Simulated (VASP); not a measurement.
# CoO (I4/mmm) in VASP: a series of runs

Runs on CoO. Level: PBE. Tasks: single point.

Program: VASP 6.6.1. These are calculated values, not measurements. Logs are shortened: lines on timing, memory, paths and dates and some standing lists are left out, and cuts for length are marked.

## (1) The cell of the first run

The structure is tetragonal, space group I4/mmm (No. 139). The conventional cell has a = 3.016 Å, b = 3.016 Å, c = 4.172 Å, α = 90.00°, β = 90.00°, γ = 90.00°. Co (site symmetry 4/mmm) has 6 O at 2.09 to 2.13 Å within 2.8 Å. Within 2.8 Å of O (site symmetry 4/mmm) lie 6 Co at 2.09 to 2.13 Å.

## (2) Single point, PBE, collinear spin, ferromagnetic start (zz strain of -1 %)

INCAR

```
SYSTEM = CoO
PREC = Accurate
ENCUT = 600
EDIFF = 1E-6
ISMEAR = -1
SIGMA = 0.03
LREAL = .False.
LASPH = .True.
NELM = 200
ALGO = Normal
ISIF = 2
LWAVE = .False.
LCHARG = .True.
ISPIN = 2
MAGMOM = 2 0
LORBIT = 11
LMAXMIX = 4
GGA = PE
LELF = .True.
LVHAR = .True.
NBANDS = 18
ISYM = 0
GGA_COMPAT = .False.
```

KPOINTS

```
regular mesh
0
Gamma
  13 13 15
  0 0 0
```

POSCAR

```
CoO
1.0
   -1.5080001529      1.5080001529      2.0861774554
    1.5080001529     -1.5080001529      2.0861774554
    1.5080001529      1.5080001529     -2.0861774554
Co O
1 1
Direct
    0.0000000000      0.0000000000      0.0000000000
    0.5000000000      0.5000000000      0.0000000000
```

Potentials or basis: VASP PAW PBE potentials, release 64 (Co, O).

Command:

```
> cat potpaw_PBE.64/Co/POTCAR potpaw_PBE.64/O/POTCAR > POTCAR
> mpirun -np 1 vasp_std > vasp.out
```

OUTCAR:

```text
SYSTEM = CoO
   PREC = Accurate
   ENCUT = 600
   EDIFF = 1E-6
   ISMEAR = -1
   LREAL = .False.
   LASPH = .True.
   NELM = 200
   ISIF = 2
   ISPIN = 2
   LORBIT = 11
   GGA = PE
   ISYM = 0

 ion  position               nearest neighbor table
   1  0.000  0.000  0.000-   2 2.09   2 2.09   2 2.13   2 2.13   2 2.13   2 2.13
   2  0.500  0.500  0.000-   1 2.09   1 2.09   1 2.13   1 2.13   1 2.13   1 2.13

IMPORTANT INFORMATION: All symmetrisations will be switched off!
NOSYMM: (Re-)initialisation of all symmetry stuff for point group C_1.

----------------------------------------------------------------------------------------

                                     Primitive cell

  volume of cell :      18.9764

  direct lattice vectors                    reciprocal lattice vectors
    -1.508000153  1.508000153  2.086177455     0.000000000  0.331564953  0.239672804
     1.508000153 -1.508000153  2.086177455     0.331564953  0.000000000  0.239672804
     1.508000153  1.508000153 -2.086177455     0.331564953  0.331564953  0.000000000

  length of vectors
     2.983331242  2.983331242  2.983331242     0.409119018  0.409119018  0.468903654

  position of ions in fractional coordinates (direct lattice)
     0.000000000  0.000000000  0.000000000
     0.500000000  0.500000000  0.000000000

  ion indices of the primitive-cell ions
   primitive index   ion index
                 1           1
                 2           2

----------------------------------------------------------------------------------------

 KPOINTS: regular mesh

Automatic generation of k-mesh.
 Grid dimensions read from file:
 generate k-points for:   13   13   15

 Generating k-lattice:

  Cartesian coordinates                     Fractional coordinates (reciprocal lattice)
     0.000000000  0.025504996  0.018436370     0.076923077 -0.000000000  0.000000000
     0.025504996  0.000000000  0.018436370    -0.000000000  0.076923077  0.000000000
     0.022104330  0.022104330  0.000000000     0.000000000  0.000000000  0.066666667

  Length of vectors
     0.031470694  0.031470694  0.031260244

  Shift w.r.t. Gamma in fractional coordinates (k-lattice)
     0.000000000  0.000000000  0.000000000

 -----------------------------------------------------------------------------
|                                                                             |
|           W    W    AA    RRRRR   N    N  II  N    N   GGGG   !!!           |
|           W    W   A  A   R    R  NN   N  II  NN   N  G    G  !!!           |
|           W    W  A    A  R    R  N N  N  II  N N  N  G       !!!           |
|           W WW W  AAAAAA  RRRRR   N  N N  II  N  N N  G  GGG   !            |
|           WW  WW  A    A  R   R   N   NN  II  N   NN  G    G                |
|           W    W  A    A  R    R  N    N  II  N    N   GGGG   !!!           |
|                                                                             |
|     Your reciprocal lattice and k-lattice belong to different lattice       |
|     classes:                                                                |
|                                                                             |
|        The reciprocal lattice is body-centered tetragonal,                  |
|        whereas your k-lattice is base-centered monoclinic.                  |
|                                                                             |
|     Results are often still useful ...                                      |
|                                                                             |
 -----------------------------------------------------------------------------

 WARNING: IBZKPT: internal override: KBLOWUP is changed to .FALSE.
      ... skipping the blow-up phase ...

 Subroutine IBZKPT returns following result:
 ===========================================

 Found   1268 irreducible k-points:

 Following reciprocal coordinates:
            Coordinates               Weight
  0.000000  0.000000  0.000000      1.000000
  0.076923  0.000000  0.000000      2.000000
  0.153846 -0.000000  0.000000      2.000000
  0.230769  0.000000  0.000000      2.000000
  0.307692 -0.000000  0.000000      2.000000
  0.384615  0.000000  0.000000      2.000000
[... 16 lines left out ...]
  0.153846  0.153846  0.000000      2.000000
  0.230769  0.153846  0.000000      2.000000
 [... further k-points ...]
   k-points           NKPTS =   1268   k-points in BZ     NKDIM =   1268   number of bands    NBANDS=     18
   number of dos      NEDOS =    301   number of ions     NIONS =      2
   total plane-waves  NPLWV =  13824
   dimension x,y,z NGX =    24 NGY =   24 NGZ =   24
   dimension x,y,z NGXF=    48 NGYF=   48 NGZF=   48
   ions per type =               1   1
   NGX,Y,Z   is equivalent  to a cutoff of  13.37, 13.37, 13.37 a.u.
   NGXF,Y,Z  is equivalent  to a cutoff of  26.75, 26.75, 26.75 a.u.
 SYSTEM =  CoO
   PREC   = accura    normal or accurate (medium, high low for compatibility)
   ISTART =      0    job   : 0-new  1-cont  2-samecut
   ICHARG =      2    charge: 1-file 2-atom 10-const
   ISPIN  =      2    spin polarized calculation?
   LNONCOLLINEAR =      F non collinear calculations
   LSORBIT =      F    spin-orbit coupling
   LASPH  =      T    aspherical Exc in radial PAW
   ENCUT  =  600.0 eV  44.10 Ry    6.64 a.u.   5.96  5.96  5.96*2*pi/ulx,y,z
   NELM   =    200;   NELMIN=  2; NELMDL= -5     # of ELM steps
   EDIFF  = 0.1E-05   stopping-criterion for ELM
   LREAL  =      F    real-space projection
   EDIFFG = 0.1E-04   stopping-criterion for IOM
   NSW    =      0    number of steps for IOM
   IBRION =     -1    ionic relax: 0-MD 1-quasi-New 2-CG
   NFREE  =      0    steps in history (QN), initial steepest desc. (CG)
   ISIF   =      2    stress and relaxation
   ISYM   =      0    0-nonsym 1-usesym 2-fastsym
   POTIM  = 0.5000    time-step for ionic-motion
   TEBEG  =    0.0;   TEEND  =   0.0 temperature during run
   PSTRESS=    0.0 pullay stress
   NELECT =      15.0000    total number of electrons
   NUPDOWN=      -1.0000    fix difference up-down
   EMIN   =  10.00;   EMAX   =-10.00  energy-range for DOS
   EFERMI =   0.00;   METHOD = LEGACY
   ISMEAR =    -1;   SIGMA  =   0.03  broadening in eV -4-tet -1-fermi 0-gaus
   EFERMI_NEDOS =   21; number of points for ismear=-14 and -15
   IALGO  =     38    algorithm
   IMIX   =      4    mixing-type and parameters
     AMIX     =   0.40;   BMIX     =  1.00
     AMIX_MAG =   1.60;   BMIX_MAG =  1.00
  volume/ion in A,a.u.               =       9.49        64.03
  Fermi-wavevector in a.u.,A,eV,Ry     =   1.513679  2.860439 31.174015  2.291225
  Thomas-Fermi vector in A             =   2.623438
   LORBIT       =     11    0 simple, 1 ext, 2 COOP (PROOUT), +10 PAW based schemes
   GGA     = PE    functional components
   LHFCALC =     F    Hartree Fock is set to
   AEXX    =    0.0000 exact exchange contribution
   IVDW    =     0    specifies the selected vdW correction
   LEPSILON=     F    determine dielectric tensor
   LRPA    =     F    only Hartree local field effects (RPA)
 spin polarized calculation
  energy-cutoff  :      600.00
  volume of cell :       18.98
 maximum number of plane-waves:       645
   NGX = 11   NGY = 11   NGZ = 11

 number of electron      15.0000003 magnetization       2.8771067

 Free energy of the ion-electron system (eV)
  ---------------------------------------------------
  ext. energy  EPLUGINS =         0.00000000
  ---------------------------------------------------
  free energy    TOTEN  =       -13.05337972 eV

  energy without entropy =      -13.04112689  energy(sigma->0) =      -13.04725331

 E-fermi :   8.1638     XC(G=0): -12.5118

 val. band max:        8.1638230911   @ k =   0.2308   0.2308   0.0000
 cond. band min:       8.1638599903   @ k =  -0.2308  -0.2308   0.4667
 fundamental gap:      0.0000368992
 Fermi energy:         8.1638283224

 spin component 1

 k-point     1 :       0.0000    0.0000    0.0000
  band No.  band energies     occupation
      1     -12.1982      1.00000
      2       4.8835      1.00000
      3       4.9064      1.00000
      4       4.9168      1.00000
      5       4.9894      1.00000
      6       4.9899      1.00000
[... 10 lines left out ...]
     17      30.4987      0.00000
     18      32.9035      0.00000

 k-point     2 :       0.0769    0.0000    0.0000
  band No.  band energies     occupation
      1     -12.1349      1.00000
      2       4.1864      1.00000
      3       4.2394      1.00000
      4       4.2711      1.00000
      5       5.0294      1.00000
      6       5.1541      1.00000
[... 10 lines left out ...]
     17      30.8308      0.00000
     18      33.9497      0.00000

 k-point     3 :       0.1538   -0.0000    0.0000
  band No.  band energies     occupation
      1     -11.9545      1.00000
      2       3.2134      1.00000
      3       3.5293      1.00000
      4       3.5862      1.00000
      5       5.1495      1.00000
      6       5.2720      1.00000
[... 10 lines left out ...]
     17      32.7352      0.00000
     18      35.8868      0.00000

 k-point     4 :       0.2308    0.0000    0.0000
  band No.  band energies     occupation
      1     -11.6857      1.00000
      2       2.1014      1.00000
      3       2.9587      1.00000
      4       3.0247      1.00000
      5       5.3237      1.00000
      6       5.4356      1.00000
[... 375 lines left out ...]
      4       3.6640      1.00000
      5       5.2123      1.00000
      6       5.3150      1.00000
[... 10 lines left out ...]
     17      34.2264      0.00000
     18      35.8251      0.00000

 k-point    23 :       0.1538    0.1538    0.0000
  band No.  band energies     occupation
      1     -11.6044      1.00000
      2       1.8402      1.00000
      3       2.6868      1.00000
      4       3.4061      1.00000
      5       5.3292      1.00000
      6       5.3797      1.00000
[... 10 lines left out ...]
     17      35.8713      0.00000
     18      37.0832      0.00000

 k-point    24 :       0.2308    0.1538    0.0000
  band No.  band energies     occupation
      1     -11.3432      1.00000
      2       1.1814      1.00000
      3       2.3736      1.00000
      4       2.9217      1.00000
      5       5.4608      1.00000
      6       5.5259      1.00000
[... 10 lines left out ...]
     17      36.3755      0.00000
     18      37.4165      0.00000

 [... further k-points ...]

 spin component 2

 k-point     1 :       0.0000    0.0000    0.0000
  band No.  band energies     occupation
      1     -11.7046      1.00000
      2       5.4448      1.00000
      3       5.5539      1.00000
      4       5.5547      1.00000
      5       7.0018      1.00000
      6       7.0026      1.00000
[... 10 lines left out ...]
     17      31.4727      0.00000
     18      33.7448      0.00000

 k-point     2 :       0.0769    0.0000    0.0000
  band No.  band energies     occupation
      1     -11.6396      1.00000
      2       4.9682      1.00000
      3       5.2625      1.00000
      4       5.3269      1.00000
      5       7.0921      1.00000
      6       7.1078      1.00000
[... 10 lines left out ...]
     17      31.6878      0.00000
     18      34.8213      0.00000

 k-point     3 :       0.1538   -0.0000    0.0000
  band No.  band energies     occupation
      1     -11.4544      1.00000
      2       3.8886      1.00000
      3       4.7788      1.00000
      4       4.8488      1.00000
      5       7.2783      1.00000
      6       7.2792      1.00000
[... 10 lines left out ...]
     17      33.3575      0.00000
     18      36.7846      0.00000

 k-point     4 :       0.2308    0.0000    0.0000
  band No.  band energies     occupation
      1     -11.1781      1.00000
      2       2.7308      1.00000
      3       4.2748      1.00000
      4       4.3483      1.00000
      5       7.4827      1.00000
      6       7.5062      1.00000
[... 375 lines left out ...]
      4       4.6534      1.00000
      5       7.2546      1.00000
      6       7.5014      1.00000
[... 10 lines left out ...]
     17      34.8155      0.00000
     18      36.6719      0.00000

 k-point    23 :       0.1538    0.1538    0.0000
  band No.  band energies     occupation
      1     -11.0933      1.00000
      2       2.5898      1.00000
      3       4.0929      1.00000
      4       4.2434      1.00000
      5       7.3440      1.00000
      6       7.7781      1.00000
[... 10 lines left out ...]
     17      36.6556      0.00000
     18      37.6409      0.00000

 k-point    24 :       0.2308    0.1538    0.0000
  band No.  band energies     occupation
      1     -10.8225      1.00000
      2       1.8782      1.00000
      3       3.7654      1.00000
      4       3.7909      1.00000
      5       7.5100      1.00000
      6       7.9096      0.99979
[... 10 lines left out ...]
     17      36.9483      0.00000
     18      37.9695      0.00000

 [... further k-points ...]

------------------------ aborting loop because EDIFF is reached ----------------------------------------

  FORCE on cell =-STRESS in cart. coord.  units (eV):
  Direction    XX          YY          ZZ          XY          YZ          ZX
  --------------------------------------------------------------------------------------
  -------------------------------------------------------------------------------------
  Total        0.1192357      0.1191924      0.1599860     -0.0037243     -0.0006301     -0.0006289
  in kB       10.0670668     10.0634099     13.5076131     -0.3144389     -0.0531985     -0.0531016
  external PRESSURE =      11.2126966 kB  Pullay stress =       0.0000000 kB

 VOLUME and BASIS-vectors are now :
 -----------------------------------------------------------------------------
  energy-cutoff  :      600.00
  volume of cell :       18.98
      direct lattice vectors                 reciprocal lattice vectors
    -1.508000153  1.508000153  2.086177455     0.000000000  0.331564953  0.239672804
     1.508000153 -1.508000153  2.086177455     0.331564953  0.000000000  0.239672804
     1.508000153  1.508000153 -2.086177455     0.331564953  0.331564953  0.000000000

 POSITION                                       TOTAL-FORCE (eV/Angst)
 -----------------------------------------------------------------------------------
      0.00000      0.00000      0.00000        -0.000000     -0.000000     -0.000000
      0.00000      0.00000      2.08618         0.000000      0.000000      0.000000
 -----------------------------------------------------------------------------------
    total drift:                                0.000001     -0.000000      0.000001

  FREE ENERGIE OF THE ION-ELECTRON SYSTEM (eV)
  ---------------------------------------------------
  free  energy   TOTEN  =       -13.0533797209 eV

  energy  without entropy=      -13.0411268897  energy(sigma->0) =      -13.04725331

 total charge

# of ion       s       p       d       tot
------------------------------------------
    1        0.299   0.369   7.158   7.826
    2        1.553   3.434   0.000   4.987
--------------------------------------------------
tot          1.852   3.803   7.158  12.813

 magnetization (x)

# of ion       s       p       d       tot
------------------------------------------
    1        0.021   0.018   2.496   2.535
    2        0.029   0.264   0.000   0.293
--------------------------------------------------
tot          0.050   0.282   2.496   2.827
```

Run time: 16 min. Hardware: 1 thread of AMD EPYC 7R13 (Zen 3), shared host; peak memory 0.79 GiB.

What came out:

* Free energy: -13.0534 eV
* Pressure: 1.1 GPa
* Net moment: 2.88 μB per cell
* Site moments: Co +2.54; O +0.29 μB
* Valence electrons inside the program's atomic spheres: Co 7.83; O 4.99

Levels at points of the mesh, in eV from the Fermi level:
Spin up:
| k point | band 7 | band 8 | band 9 | band 10 | band 11 | band 12 |
| --- | --- | --- | --- | --- | --- | --- |
| (0.00, 0.00, 0.00) | -3.17 | -3.16 | -2.92 | 1.11 | 16.93 | 18.26 |
Spin down:
```tsv
k point	band 3	band 4	band 5	band 6	band 7	band 8	band 9	band 10
(0.00, 0.00, 0.00)	-2.61	-2.61	-1.16	-1.16	-1.09	-0.02	0.08	1.65
```

Caveat: the cell differs from its parent crystal (zz strain of -1 %); a cell with one magnetic atom can't hold antiferromagnetic order, which such compounds often take; semilocal functionals often make such compounds metallic where correlation or magnetic order opens a gap, which also shifts bond lengths.

## (3) Single point, PBE, collinear spin, ferromagnetic start

This run uses another cell than the first one, of 9.58 Å³/atom.

INCAR

```
ALGO     = Normal         # electronic algorithm
EDIFF    = 1E-7           # SCF threshold, eV
ENCUT    = 520            # plane-wave cutoff, eV
GGA      = PE             # functional
ISIF     = 2              # what is computed and relaxed
ISMEAR   = -1             # smearing method
ISPIN    = 2              # spin polarisation
ISYM     = 0            
LASPH    = T              # aspherical terms in the spheres
LCHARG   = T              # write CHGCAR
LELF     = T              # ELF
LMAXMIX  = 4              # l up to which the mixer works
LORBIT   = 11             # projections on sites
LREAL    = F              # projectors in reciprocal space
LVHAR    = T            
LWAVE    = F              # write WAVECAR
MAGMOM   = 2 0            # initial moments
NBANDS   = 18             # bands
NELM     = 150            # most SCF steps
PREC     = Accurate       # precision mode
SIGMA    = 0.03           # smearing width, eV
```

KPOINTS

```
k-points
0
Gamma
  13 13 15
```

POSCAR

```
CoO
1.0
   -1.5080001529      1.5080001529      2.1072499549
    1.5080001529     -1.5080001529      2.1072499549
    1.5080001529      1.5080001529     -2.1072499549
Co O
1 1
Direct
    0.0000000000      0.0000000000      0.0000000000
    0.5000000000      0.5000000000      0.0000000000
```

Potentials or basis: VASP PAW PBE potentials, release 64 (Co, O).

Command:

```
> cat potpaw_PBE.64/Co/POTCAR potpaw_PBE.64/O/POTCAR > POTCAR
> mpirun -np 1 vasp_std > vasp.out
```

Wall time 37 min (1 thread of Oxide Virtual Turin-like, shared host); peak memory 0.68 GiB.

Results (log left out):

- Free energy: -13.0522 eV
- Pressure: -0.5 GPa
- Net moment: 2.91 μB per cell
- Site moments: Co +2.56; O +0.30 μB
- Valence electrons inside the program's atomic spheres: Co 7.81; O 4.98

Stress tensor (GPa, compression positive):
```
-0.56 -0.01  0.00
-0.01 -0.56  0.00
 0.00  0.00 -0.43
```

Levels at points of the mesh, in eV from the Fermi level:
Spin up:
```tsv
k point	band 6	band 7	band 8	band 9	band 10	band 11	band 12	band 13
(0.00, 0.00, 0.00)	-3.13	-3.13	-3.13	-2.99	1.05	16.89	18.19	18.19
```
Spin down:
| k point | band 2 | band 3 | band 4 | band 5 | band 6 | band 7 | band 8 | band 9 | band 10 | band 11 |
| --- | --- | --- | --- | --- | --- | --- | --- | --- | --- | --- |
| (0.00, 0.00, 0.00) | -2.62 | -2.56 | -2.56 | -1.13 | -1.13 | -1.09 | 0.03 | 0.07 | 1.59 | 16.80 |

Caveat: a cell with one magnetic atom can't hold antiferromagnetic order, which such compounds often take; semilocal functionals often make such compounds metallic where correlation or magnetic order opens a gap, which also shifts bond lengths. With open d or f shells a metallic result of PBE can be an artefact of self-interaction; +U or a hybrid may open a gap.

[end of part 1 of 2]
